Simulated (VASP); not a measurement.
# AgI (P6_3mc) in VASP: settings compared

AgI is run at these levels: PBEsol, PBEsol+D3(BJ); tasks: single point.

Everything below comes from runs of VASP 6.6.1. Logs are shortened: lines on timing, memory, paths and dates and some standing lists are left out, and cuts for length are marked.

**1. The cell of the first run**

Symmetry: P6_3mc, No. 186, hexagonal system. Conventional cell: a = 4.651 Å, b = 4.651 Å, c = 7.599 Å, α = 90.00°, β = 90.00°, γ = 120.00°. Ag (site symmetry 3m) has 4 I at 2.85 Å within 3.8 Å. I (site symmetry 3m) has 4 Ag at 2.85 Å within 3.8 Å.

**2. Single point, PBEsol**

INCAR reads:

```
SYSTEM = AgI
PREC     = Accurate       ! precision mode
ENCUT    = 500            ! plane-wave cutoff, eV
EDIFF    = 1E-6           ! SCF threshold, eV
ISMEAR   = 0              ! smearing method
SIGMA    = 0.01           ! smearing width, eV
LREAL    = .FALSE.        ! projectors in reciprocal space
LASPH    = .TRUE.         ! aspherical terms in the spheres
NELM     = 120            ! most SCF steps
ALGO     = Normal         ! electronic algorithm
ISIF     = 2              ! what is computed and relaxed
LWAVE    = .FALSE.        ! write WAVECAR
LCHARG   = .TRUE.         ! write CHGCAR
GGA      = PS             ! functional
LELF     = .TRUE.         ! ELF
LVHAR    = .TRUE.       
NBANDS   = 26             ! bands
GGA_COMPAT= .FALSE.
```

KPOINTS reads:

```
regular mesh
0
G
  8 8 1
  0 0 0
```

POSCAR reads:

```
AgI
1.0
    4.6508717364      0.0000000000      0.0000000000
   -2.3254358682      4.0277730735      0.0000000000
    0.0000000000      0.0000000000      7.5992966317
Ag I
2 2
Direct
    0.3333333333      0.6666666667      0.0000048555
    0.6666666667      0.3333333333      0.5000048555
    0.3333333333      0.6666666667      0.3749951445
    0.6666666667      0.3333333333      0.8749951445
```

Potentials or basis: VASP PAW PBE potentials, release 64 (Ag, I).

Started as:

```sh
cat potpaw_PBE.64/Ag/POTCAR potpaw_PBE.64/I/POTCAR > POTCAR
mpirun -np 1 vasp_std > vasp.out
```

OUTCAR:

```text
SYSTEM = AgI
   PREC = Accurate
   ENCUT = 500
   EDIFF = 1E-6
   ISMEAR = 0
   LREAL = .FALSE.
   LASPH = .TRUE.
   NELM = 120
   ISIF = 2
   GGA = PS

 ion  position               nearest neighbor table
   1  0.333  0.667  0.000-   4 2.85   4 2.85   4 2.85   3 2.85
   2  0.667  0.333  0.500-   3 2.85   3 2.85   3 2.85   4 2.85
   3  0.333  0.667  0.375-   2 2.85   2 2.85   2 2.85   1 2.85
   4  0.667  0.333  0.875-   1 2.85   1 2.85   1 2.85   2 2.85

  LATTYP: Found a hexagonal cell.
 ALAT       =     4.6508717364
 C/A-ratio  =     1.6339510230

  Lattice vectors:

 A1 = (   4.6508717364,   0.0000000000,   0.0000000000)
 A2 = (  -2.3254358682,   4.0277730735,   0.0000000000)
 A3 = (   0.0000000000,   0.0000000000,   7.5992966317)

Analysis of symmetry for initial positions (statically):
=====================================================================
 Subroutine PRICEL returns:
 Original cell was already a primitive cell.

 Routine SETGRP: Setting up the symmetry group for a
 hexagonal supercell.

 Subroutine GETGRP returns: Found 12 space group operations
 (whereof  6 operations were pure point group operations)
 out of a pool of 24 trial point group operations.

The static configuration has the point symmetry C_3v.
 The point group associated with its full space group is C_6v.

Analysis of symmetry for dynamics (positions and initial velocities):
=====================================================================
 Subroutine PRICEL returns:
 Original cell was already a primitive cell.

 Routine SETGRP: Setting up the symmetry group for a
 hexagonal supercell.

 Subroutine GETGRP returns: Found 12 space group operations
 (whereof  6 operations were pure point group operations)
 out of a pool of 24 trial point group operations.

The dynamic configuration has the point symmetry C_3v.
 The point group associated with its full space group is C_6v.

 Subroutine INISYM returns: Found 12 space group operations
 (whereof  6 operations are pure point group operations),
 and found     1 'primitive' translations

----------------------------------------------------------------------------------------

                                     Primitive cell

  volume of cell :     142.3550

  direct lattice vectors                    reciprocal lattice vectors
     4.650871736  0.000000000  0.000000000     0.215013455  0.124138076  0.000000000
    -2.325435868  4.027773073  0.000000000     0.000000000  0.248276152  0.000000000
     0.000000000  0.000000000  7.599296632     0.000000000  0.000000000  0.131591126

  length of vectors
     4.650871736  4.650871736  7.599296632     0.248276152  0.248276152  0.131591126

  position of ions in fractional coordinates (direct lattice)
     0.333333333  0.666666667  0.000004856
     0.666666667  0.333333333  0.500004856
     0.333333333  0.666666667  0.374995144
     0.666666667  0.333333333  0.874995144

  ion indices of the primitive-cell ions
   primitive index   ion index
                 1           1
                 2           2
                 3           3
                 4           4

----------------------------------------------------------------------------------------

 KPOINTS: regular mesh

Automatic generation of k-mesh.
 Grid dimensions read from file:
 generate k-points for:    8    8    1

 Generating k-lattice:

  Cartesian coordinates                     Fractional coordinates (reciprocal lattice)
     0.026876682  0.015517260  0.000000000     0.125000000  0.000000000  0.000000000
     0.000000000  0.031034519  0.000000000     0.000000000  0.125000000  0.000000000
     0.000000000  0.000000000  0.131591126     0.000000000  0.000000000  1.000000000

  Length of vectors
     0.031034519  0.031034519  0.131591126

  Shift w.r.t. Gamma in fractional coordinates (k-lattice)
     0.000000000  0.000000000  0.000000000

 Subroutine IBZKPT returns following result:
 ===========================================

 Found     10 irreducible k-points:

 Following reciprocal coordinates:
            Coordinates               Weight
  0.000000  0.000000  0.000000      1.000000
  0.125000  0.000000  0.000000      6.000000
  0.250000  0.000000  0.000000      6.000000
  0.375000  0.000000  0.000000      6.000000
  0.500000  0.000000  0.000000      3.000000
  0.125000  0.125000  0.000000      6.000000
  0.250000  0.125000  0.000000     12.000000
  0.375000  0.125000  0.000000     12.000000
  0.250000  0.250000  0.000000      6.000000
  0.375000  0.250000  0.000000      6.000000
   k-points           NKPTS =     10   k-points in BZ     NKDIM =     10   number of bands    NBANDS=     26
   number of dos      NEDOS =    301   number of ions     NIONS =      4
   total plane-waves  NPLWV =  72576
   dimension x,y,z NGX =    36 NGY =   36 NGZ =   56
   dimension x,y,z NGXF=    72 NGYF=   72 NGZF=  112
   ions per type =               2   2
   NGX,Y,Z   is equivalent  to a cutoff of  12.87, 12.87, 12.25 a.u.
   NGXF,Y,Z  is equivalent  to a cutoff of  25.74, 25.74, 24.50 a.u.
 SYSTEM =  AgI
   PREC   = accura    normal or accurate (medium, high low for compatibility)
   ISTART =      0    job   : 0-new  1-cont  2-samecut
   ICHARG =      2    charge: 1-file 2-atom 10-const
   ISPIN  =      1    spin polarized calculation?
   LNONCOLLINEAR =      F non collinear calculations
   LSORBIT =      F    spin-orbit coupling
   LASPH  =      T    aspherical Exc in radial PAW
   ENCUT  =  500.0 eV  36.75 Ry    6.06 a.u.   8.48  8.48 13.86*2*pi/ulx,y,z
   NELM   =    120;   NELMIN=  2; NELMDL= -5     # of ELM steps
   EDIFF  = 0.1E-05   stopping-criterion for ELM
   LREAL  =      F    real-space projection
   EDIFFG = 0.1E-04   stopping-criterion for IOM
   NSW    =      0    number of steps for IOM
   IBRION =     -1    ionic relax: 0-MD 1-quasi-New 2-CG
   NFREE  =      0    steps in history (QN), initial steepest desc. (CG)
   ISIF   =      2    stress and relaxation
   ISYM   =      2    0-nonsym 1-usesym 2-fastsym
   POTIM  = 0.5000    time-step for ionic-motion
   TEBEG  =    0.0;   TEEND  =   0.0 temperature during run
   PSTRESS=    0.0 pullay stress
   NELECT =      36.0000    total number of electrons
   NUPDOWN=      -1.0000    fix difference up-down
   EMIN   =  10.00;   EMAX   =-10.00  energy-range for DOS
   EFERMI =   0.00;   METHOD = LEGACY
   ISMEAR =     0;   SIGMA  =   0.01  broadening in eV -4-tet -1-fermi 0-gaus
   EFERMI_NEDOS =   21; number of points for ismear=-14 and -15
   IALGO  =     38    algorithm
   IMIX   =      4    mixing-type and parameters
     AMIX     =   0.40;   BMIX     =  1.00
     AMIX_MAG =   1.60;   BMIX_MAG =  1.00
  volume/ion in A,a.u.               =      35.59       240.16
  Fermi-wavevector in a.u.,A,eV,Ry     =   1.035265  1.956367 14.582357  1.071773
  Thomas-Fermi vector in A             =   2.169600
   LORBIT       =      0    0 simple, 1 ext, 2 COOP (PROOUT), +10 PAW based schemes
   GGA     = PS    functional components
   LHFCALC =     F    Hartree Fock is set to
   AEXX    =    0.0000 exact exchange contribution
   IVDW    =     0    specifies the selected vdW correction
   LEPSILON=     F    determine dielectric tensor
   LRPA    =     F    only Hartree local field effects (RPA)
 non-spin polarized calculation
 Gauss-broadening in eV      SIGMA  =   0.01
  energy-cutoff  :      500.00
  volume of cell :      142.36
 maximum number of plane-waves:      3657
 NGX is ok and might be reduce to    36
   NGX = 17   NGY = 17   NGZ = 27

 number of electron      36.0000001 magnetization

 Free energy of the ion-electron system (eV)
  ---------------------------------------------------
  ext. energy  EPLUGINS =         0.00000000
  ---------------------------------------------------
  free energy    TOTEN  =       -10.97274775 eV

  energy without entropy =      -10.97274775  energy(sigma->0) =      -10.97274775

 E-fermi :   2.6086     XC(G=0):  -8.4622

 val. band max:        2.5658224910   @ k =   0.0000   0.0000   0.0000
 cond. band min:       3.8098091324   @ k =   0.0000   0.0000   0.0000
 fundamental gap:      1.2439866414
 Fermi energy:         2.6085959138

 k-point     1 :       0.0000    0.0000    0.0000
  band No.  band energies     occupation
      1     -10.0731      2.00000
      2      -9.8085      2.00000
      3      -1.4215      2.00000
      4      -1.4215      2.00000
      5      -1.4153      2.00000
      6      -1.3595      2.00000
[... 18 lines left out ...]
     25       9.1793      0.00000
     26       9.7158      0.00000

 k-point     2 :       0.1250    0.0000    0.0000
  band No.  band energies     occupation
      1     -10.0402      2.00000
      2      -9.7922      2.00000
      3      -1.4538      2.00000
      4      -1.3967      2.00000
      5      -1.3907      2.00000
      6      -1.3041      2.00000
[... 18 lines left out ...]
     25       9.4737      0.00000
     26       9.4904      0.00000

 k-point     3 :       0.2500    0.0000    0.0000
  band No.  band energies     occupation
      1      -9.9557      2.00000
      2      -9.7554      2.00000
      3      -1.5182      2.00000
      4      -1.3724      2.00000
      5      -1.3390      2.00000
      6      -1.2594      2.00000
[... 18 lines left out ...]
     25       9.5451      0.00000
     26       9.9930      0.00000

 k-point     4 :       0.3750    0.0000    0.0000
  band No.  band energies     occupation
      1      -9.8594      2.00000
      2      -9.7271      2.00000
      3      -1.5458      2.00000
      4      -1.4035      2.00000
      5      -1.2862      2.00000
      6      -1.1518      2.00000
[... 18 lines left out ...]
     25       9.9076      0.00000
     26      10.6352      0.00000

 k-point     5 :       0.5000    0.0000    0.0000
  band No.  band energies     occupation
      1      -9.8109      2.00000
      2      -9.7231      2.00000
      3      -1.5284      2.00000
      4      -1.4355      2.00000
      5      -1.2664      2.00000
      6      -1.0974      2.00000
[... 18 lines left out ...]
     25       9.9466      0.00000
     26      11.5619      0.00000

 k-point     6 :       0.1250    0.1250    0.0000
  band No.  band energies     occupation
      1      -9.9814      2.00000
      2      -9.7657      2.00000
      3      -1.4790      2.00000
      4      -1.3891      2.00000
      5      -1.3517      2.00000
      6      -1.2905      2.00000
[... 18 lines left out ...]
     25       9.6941      0.00000
     26       9.8598      0.00000

 k-point     7 :       0.2500    0.1250    0.0000
  band No.  band energies     occupation
      1      -9.8899      2.00000
      2      -9.7337      2.00000
      3      -1.4982      2.00000
      4      -1.3761      2.00000
      5      -1.3132      2.00000
      6      -1.2127      2.00000
[... 18 lines left out ...]
     25       9.8016      0.00000
     26      10.1396      0.00000

 k-point     8 :       0.3750    0.1250    0.0000
  band No.  band energies     occupation
      1      -9.8118      2.00000
      2      -9.7226      2.00000
      3      -1.4909      2.00000
      4      -1.3603      2.00000
      5      -1.2803      2.00000
      6      -1.1134      2.00000
[... 18 lines left out ...]
     25      10.2133      0.00000
     26      10.5798      0.00000

 k-point     9 :       0.2500    0.2500    0.0000
  band No.  band energies     occupation
      1      -9.8127      2.00000
      2      -9.7222      2.00000
      3      -1.4089      2.00000
      4      -1.3664      2.00000
      5      -1.2327      2.00000
      6      -1.1596      2.00000
[... 18 lines left out ...]
     25       9.5646      0.00000
     26      10.6799      0.00000

 k-point    10 :       0.3750    0.2500    0.0000
  band No.  band energies     occupation
      1      -9.7673      2.00000
      2      -9.7304      2.00000
      3      -1.4186      2.00000
      4      -1.2566      2.00000
      5      -1.1668      2.00000
      6      -1.1491      2.00000
[... 18 lines left out ...]
     25      10.2078      0.00000
     26      10.3729      0.00000

------------------------ aborting loop because EDIFF is reached ----------------------------------------

  FORCE on cell =-STRESS in cart. coord.  units (eV):
  Direction    XX          YY          ZZ          XY          YZ          ZX
  --------------------------------------------------------------------------------------
  -------------------------------------------------------------------------------------
  Total       -1.0828419     -1.0828419     -3.1698591      0.0000000      0.0000000     -0.0000000
  in kB      -12.1871705    -12.1871705    -35.6761344      0.0000000      0.0000000     -0.0000000
  external PRESSURE =     -20.0168252 kB  Pullay stress =       0.0000000 kB

 VOLUME and BASIS-vectors are now :
 -----------------------------------------------------------------------------
  energy-cutoff  :      500.00
  volume of cell :      142.36
      direct lattice vectors                 reciprocal lattice vectors
     4.650871736  0.000000000  0.000000000     0.215013455  0.124138076  0.000000000
    -2.325435868  4.027773073  0.000000000     0.000000000  0.248276152  0.000000000
     0.000000000  0.000000000  7.599296632     0.000000000  0.000000000  0.131591126

 POSITION                                       TOTAL-FORCE (eV/Angst)
 -----------------------------------------------------------------------------------
     -0.00000      2.68518      0.00004         0.000000      0.000000     -0.149998
      2.32544      1.34259      3.79969        -0.000000      0.000000     -0.149998
     -0.00000      2.68518      2.84970        -0.000000      0.000000      0.149998
      2.32544      1.34259      6.64935         0.000000      0.000000      0.149998
 -----------------------------------------------------------------------------------
    total drift:                               -0.000000      0.000000      0.000564

  FREE ENERGIE OF THE ION-ELECTRON SYSTEM (eV)
  ---------------------------------------------------
  free  energy   TOTEN  =       -10.9727477527 eV

  energy  without entropy=      -10.9727477527  energy(sigma->0) =      -10.97274775
```

Wall time 42 s (1 thread of Intel Xeon Platinum 8375C at 2.90GHz (Ice Lake), shared host); peak memory 0.25 GiB.

What came out:

```
Free energy            : -10.9727 eV
Pressure               : -2.0 GPa
Largest force          : 0.150 eV/Å
Band gap on the k mesh : 1.24 eV
```

Forces in eV/Å, atoms in the order of the input:
```
Ag   0.000  0.000 -0.150
Ag   0.000  0.000 -0.150
I    0.000  0.000  0.150
I    0.000  0.000  0.150
```

Stress tensor (GPa, compression positive):
```
-1.22  0.00  0.00
 0.00 -1.22  0.00
 0.00  0.00 -3.57
```

Levels at points of the mesh, in eV from the valence-band top:
| k point | band 14 | band 15 | band 16 | band 17 | band 18 | band 19 | band 20 | band 21 | band 22 | band 23 |
| --- | --- | --- | --- | --- | --- | --- | --- | --- | --- | --- |
| (0.00, 0.00, 0.00) | -0.67 | -0.67 | -0.05 | 0.00 | 0.00 | 1.24 | 2.56 | 5.74 | 5.74 | 5.91 |
| (0.50, 0.00, 0.00) | -2.49 | -2.07 | -1.68 | -0.96 | -0.67 | 3.24 | 3.55 | 4.78 | 5.75 | 6.23 |

Caveat: the k points lie up to 0.83 Å⁻¹ apart; the PAW data sets were made with another functional, which shifts forces and pressure a little; spin-orbit coupling is left out, which moves the levels of the heavy elements.

(Part 1 of 2 ends here.)
